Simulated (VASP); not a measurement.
Write the native input for VASP 6.6.1 that does the following.

```
Task                               : single point
Functional                         : HSE06
Potentials or basis                : VASP PAW PBE potentials, release 64 (Sn_d, O)
Cutoff                             : 520 eV
k mesh                             : 6 × 6 × 6
Occupations                        : fermi-dirac, width 0.02 eV
Spin                               : no spin polarisation
Dipole correction                  : no
Grid for exact exchange (PRECFOCK) : Normal
Further INCAR settings             : ALGO = Normal; EDIFF = 1e-06; NBANDS = 20
Share of exact exchange            : 0.25
Screening parameter                : 0.2079 1/Å
```

The system is SnO2.

```
Sn O
1.0
     0.00000    2.53347    2.53347
     2.66014    0.00000    2.53347
     2.66014    2.53347    0.00000
Sn O
1 2
Direct
  0.00000 0.00000 0.00000
  0.25000 0.25000 0.25000
  0.75000 0.75000 0.75000
```

This cell differs from its parent crystal: uniaxial x strain +5.0%.

One way to write it, as run:

POSCAR

```
SnO2
1.0
    0.0000000000      2.5334669716      2.5334669716
    2.6601403202      0.0000000000      2.5334669716
    2.6601403202      2.5334669716      0.0000000000
Sn O
1 2
Direct
    0.0000000000      0.0000000000      0.0000000000
    0.2500000000      0.2500000000      0.2500000000
    0.7500000000      0.7500000000      0.7500000000
```

INCAR.step1

```
SYSTEM = SnO2
ALGO = Normal
EDIFF = 1E-5
ENCUT = 520
GGA = PE
GGA_COMPAT = .False.
ISIF = 2
ISMEAR = -1
KPAR = 4
LASPH = .True.
LCHARG = .False.
LREAL = .False.
LWAVE = .True.
NBANDS = 20
NELM = 120
PREC = Accurate
SIGMA = 0.02
```

INCAR.step2

```
SYSTEM = SnO2
ALGO = Normal
EDIFF = 1E-6
ENCUT = 520
GGA = PE
GGA_COMPAT = .False.
HFSCREEN = 0.2079
ISIF = 2
ISMEAR = -1
ISTART = 1
KPAR = 4
LASPH = .True.
LCHARG = .False.
LHFCALC = .True.
LREAL = .False.
LWAVE = .False.
NBANDS = 20
NELM = 120
PREC = Accurate
PRECFOCK = Normal
SIGMA = 0.02
```

KPOINTS

```
k-points
0
Gamma
  6 6 6
  0 0 0
```

Potentials or basis: VASP PAW PBE potentials, release 64 (Sn_d, O).

The run is started by

```console
$ cat potpaw_PBE.64/Sn_d/POTCAR potpaw_PBE.64/O/POTCAR > POTCAR
$ cp INCAR.step1 INCAR
$ mpirun -np 4 vasp_std > vasp.out
$ cp INCAR.step2 INCAR
$ mpirun -np 4 vasp_std > vasp.out
```

It gave:

```json
{"Pressure": "-11.6 GPa", "Band gap on the k mesh": "0.87 eV (least direct gap 2.16 eV)"}
```

Caveat: the cell differs from its parent crystal (uniaxial x strain +5.0%); the stress differs along the axes, from -27 to -4 GPa; the structure was generated, so it needn't be the stable form of SnO2; the PAW data sets were made with another functional, which shifts forces and pressure a little; spin-orbit coupling is left out, which moves the levels of the heavy elements.

Wall time 47 min on 4 MPI ranks on Intel(R) Xeon(R) Platinum 8259CL CPU @ 2.50GHz (Skylake/Cascade Lake), with other jobs on the host, peak memory 0.27 GiB a rank.
